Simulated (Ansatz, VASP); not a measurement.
**One calculation of MnS, two programs**

```
Mn S
1.0
     3.99984    0.00000    0.00000
    -1.99992    3.46396    0.00000
     0.00000    0.00000    6.35556
Mn S
2 2
Direct
  0.33333 0.66667 0.00700
  0.66667 0.33333 0.50700
  0.33333 0.66667 0.37800
  0.66667 0.33333 0.87800
```

Alike in both runs: task single point; functional PBE; k mesh 4 × 4 × 2; occupations gaussian, width 0.05 eV; collinear spin.

|  | VASP | Ansatz |
| --- | --- | --- |
| version | VASP 6.6.1 | Ansatz 0.2.0 |
| potentials or method | VASP PAW PBE potentials, release 64 (Mn_pv, S), cutoff 520 eV | scalar-relativistic, plane waves, PAW |
| valence electrons in the cell | 38 | 42 |

|  | VASP | Ansatz | Ansatz less VASP |
| --- | --- | --- | --- |
| gap on the k mesh at the Fermi level (eV) | 1.10 | 1.10 | +0.002 |
| least direct gap on the mesh (eV) | 1.61 | 1.61 | +0.007 |
| pressure (GPa) | -1.6 | -1.6 | -0.04 |
| traceless stress, the component that is largest in VASP (GPa) | 0.20 | 0.20 | 0.000 |
| rms of the force components (eV/Å) | 0.015 | 0.016 | +0.0012 |
| net moment per atom (μB) | 0.00 | 0.00 | 0.000 |
| size of the moment on the site where the two differ most (μB) | 4.18 | 3.98 | -0.197 |

Site moments also hang on the region over which each program counts them. Atom by atom the forces differ by 0.001 eV/Å (rms over components). The functional is the same, so the differences come from potentials, cutoffs and numerics. VASP's potentials hold 38 valence electrons a cell and Ansatz's 42, so a difference there can come from the potentials and not from the codes.

The k mesh is coarse, so the values compare programs but aren't converged.
